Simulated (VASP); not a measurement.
**Rh: single point with r2SCAN**

Rh:

```
Rh
1.0
     4.30291    0.00000    0.00000
    -2.15146    3.72643    0.00000
     0.00000    0.00000    2.64036
Rh
3
Direct
  0.00000 0.00000 0.00000
  0.33333 0.66667 0.50000
  0.66667 0.33333 0.50000
```

This isn't the form of Rh at room conditions, which is fcc.

* Program: VASP 6.6.1
* Task: single point
* Functional: r2SCAN
* Potentials or basis: VASP PAW PBE potentials, release 64 (Rh_pv)
* Cutoff: 520 eV
* k mesh: 11 × 11 × 16
* Occupations: fermi-dirac, width 0.1 eV
* Spin: no spin polarisation

* Pressure: 1.1 GPa
* Band gap on the k mesh: zero (an odd number of electrons rules out a gap without spin polarisation)

Stress tensor (GPa, compression positive):
```
1.48 0.00 0.00
0.00 1.48 0.00
0.00 0.00 0.44
```

Levels at points of the mesh, in eV from the Fermi level:
| k point | band 21 | band 22 | band 23 | band 24 | band 25 | band 26 |
| --- | --- | --- | --- | --- | --- | --- |
| (0.00, 0.00, 0.00) | -1.72 | -1.62 | -1.62 | 0.77 | 0.77 | 8.82 |
| (0.00, 0.00, 0.50) | -0.06 | 0.38 | 0.38 | 1.59 | 2.93 | 3.81 |

It took 4 min on 1 thread of Intel(R) Xeon(R) Platinum 8488C (Sapphire Rapids) (shared host), peak memory 0.25 GiB.

Caveat: the PAW data sets were made with another functional, which shifts forces and pressure a little.
